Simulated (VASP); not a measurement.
# Na7Cl8 (a cell with a defect): single point with PBE

System: Na7Cl8 (a cell with a defect).

```
Na Cl
1.0
    -5.69557    0.00000    5.69557
    -5.69557   -5.69557    0.00000
     0.00000   -5.69557    5.69557
Na Cl
7 8
Direct
  0.00000 0.81816 0.50000
  0.99157 0.48996 0.03149
  0.00843 0.01302 0.96851
  0.53149 0.48996 0.49157
  0.46851 0.01302 0.50843
  0.50000 0.47831 0.00000
  0.50000 0.01935 0.00000
  0.29686 0.74552 0.20314
  0.25509 0.24905 0.24491
  0.23954 0.74372 0.73954
  0.24716 0.27037 0.74716
  0.75284 0.76470 0.25284
  0.76046 0.22280 0.26046
  0.70314 0.74552 0.79686
  0.74491 0.24905 0.75509
```

```json
{"Program": "VASP 6.6.1", "Task": "single point", "Functional": "PBE", "Potentials or basis": "VASP PAW PBE potentials, release 64 (Na_pv, Cl)", "Cutoff": "520 eV", "k mesh": "4 × 4 × 4", "Occupations": "gaussian, width 0.05 eV", "Spin": "no spin polarisation"}
```

```
Largest force : 0.420 eV/Å
```

Forces on the atoms (eV/Å):
```
Na  -0.297 -0.297  0.000
Na  -0.008  0.023 -0.018
Na   0.023 -0.008  0.018
Na   0.023 -0.008 -0.018
Na  -0.008  0.023  0.018
Na   0.026  0.026  0.000
Na   0.025  0.025  0.000
Cl   0.042  0.052  0.000
Cl   0.030  0.016  0.000
Cl  -0.004 -0.004 -0.047
Cl   0.041  0.041  0.028
Cl   0.041  0.041 -0.028
Cl  -0.004 -0.004  0.047
Cl   0.052  0.042  0.000
Cl   0.016  0.030  0.000
```

Levels at points of the mesh, in eV from the Fermi level:
```csv
k point,band 49,band 50,band 51,band 52,band 53,band 54,band 55,band 56,band 57,band 58
"(0.00, 0.00, 0.00)",-0.55,-0.47,-0.43,-0.35,-0.28,4.47,6.59,6.68,6.76,6.84
"(0.50, 0.00, 0.00)",-0.67,-0.56,-0.46,-0.46,-0.43,5.88,5.90,7.38,7.39,7.49
"(0.00, 0.50, 0.00)",-0.68,-0.64,-0.54,-0.44,-0.32,5.81,6.05,7.31,7.42,7.47
"(0.50, 0.50, 0.00)",-0.71,-0.62,-0.62,-0.55,-0.42,6.24,6.43,7.33,7.57,7.60
"(0.50, 0.00, 0.50)",-0.82,-0.63,-0.60,-0.49,-0.35,6.18,6.58,7.21,7.44,7.56
```

Run time: 7.2 min on 1 thread of Intel(R) Xeon(R) 6975P-C (Granite Rapids), on a shared host, peak memory 0.61 GiB.

Caveat: the cell carries a net charge on a neutralising background, which shifts energy and pressure; the cell is charged against a uniform background, so pressure and absolute levels hang on convention.
